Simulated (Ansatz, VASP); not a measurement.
## Two plane-wave programs on CaHfS2

File INCAR:

```
ALGO = Normal
EDIFF = 1E-6
EDIFFG = -0.04
ENCUT = 600
GGA = PE
IBRION = 2
ISIF = 3
ISMEAR = 0
LASPH = True
LCHARG = False
LREAL = False
LWAVE = False
NELM = 100
NSW = 90
PREC = Accurate
SIGMA = 0.1
```

KPOINTS

```
k-points
0
Gamma
  6 6 4
```

The input POSCAR:

```
CaHfS2
1.0
    3.4596472700      0.0000000000      0.0000000000
   -1.7298236300      2.9961424200      0.0000000000
    0.0000000000      0.0000000000      6.4102356400
Ca Hf S
1 1 2
Direct
    0.3333333300      0.6666666700      0.5000000000
    0.6666666700      0.3333333300      0.0000000000
    0.0000000000      0.0000000000      0.2507091900
    0.0000000000      0.0000000000      0.7492908100
```

Input for Ansatz:

```yaml
crystal:
  lattice:
    - [3.45964727, 0.0, 0.0]
    - [-1.72982363, 2.99614242, 0.0]
    - [0.0, 0.0, 6.41023564]
  atoms:
    - { symbol: Ca, position: [0.33333333, 0.66666667, 0.5] }
    - { symbol: Hf, position: [0.66666667, 0.33333333, 0.0] }
    - { symbol: S, position: [0.0, 0.0, 0.25070919] }
    - { symbol: S, position: [0.0, 0.0, 0.74929081] }
basis:
  ecutwfc: 420
kpoints:
  mp_grid: { grid: [6, 6, 4] }
hamiltonian:
  xc: pbe
scf:
  occupations: { method: gaussian, width: 0.1 }
  lower_state_search: "off"
output:
  forces: true
  stress: true
  eigenvalues: true
relax:
  adjacent_minimum: "off"
  f_tol: 0.04
  max_steps: 70
  cell: { stress_tol: 0.4 }
```

Alike in both runs: task relaxation of cell and atoms; functional PBE; k mesh 6 × 6 × 4; occupations gaussian, width 0.1 eV; no spin polarisation.

|  | VASP | Ansatz |
| --- | --- | --- |
| version | VASP 6.6.1 | Ansatz 0.2.0 |
| potentials or method | VASP PAW PBE potentials, release 64 (Ca_sv, Hf_pv, S), cutoff 600 eV | scalar-relativistic, plane waves, PAW |
| valence electrons in the cell | 32 | 48 |

```tsv
	VASP	Ansatz	Ansatz less VASP
gap on the k mesh at the Fermi level, each at its own relaxed structure (eV)	none	none	-
relaxed volume (Å³/atom)	19.46	19.48	+0.016
relaxed length of the cell vector where the two differ most in proportion (Å)	6.771	6.782	+0.0113
```

A gap of «none» marks a metal or a gap that the smearing closes. VASP's potentials hold 32 valence electrons a cell and Ansatz's 48, so a difference there can come from the potentials and not from the codes.

Spin-orbit coupling is off throughout. Noted on VASP's run: the volume moved by over 15 % at a fixed basis, so the end points are rough.
